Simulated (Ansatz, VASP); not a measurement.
# Ti in VASP and in Ansatz

```
Ti
1.0
     0.00000    2.08075    1.97925
     2.08075    0.00000    1.97925
     2.08075    2.08075    0.00000
Ti
1
Cartesian
  0.0000 0.0000 0.0000
```

Change from the starting cell: strain +0.025 along x and y, -0.025 along z, atoms carried along.

Alike in both runs: task single point; functional PBEsol; k mesh 20 × 20 × 20; occupations gaussian, width 0.15 eV; no spin polarisation.

|  | VASP | Ansatz |
| --- | --- | --- |
| version | VASP 6.6.1 | Ansatz 0.2.0 |
| potentials or method | VASP PAW PBE potentials, release 64 (Ti_sv), cutoff 520 eV | scalar-relativistic, plane waves, PAW |
| valence electrons in the cell | 12 | 12 |

|  | VASP | Ansatz | Ansatz less VASP |
| --- | --- | --- | --- |
| gap on the k mesh at the Fermi level (eV) | none | none | - |
| pressure (GPa) | -3.2 | -2.9 | +0.25 |
| traceless stress, the component that is largest in VASP (GPa) | 1.10 | 1.09 | -0.006 |

VASP's potentials were made for PBE, not for PBEsol. A gap of «none» marks a metal or a gap that the smearing closes.
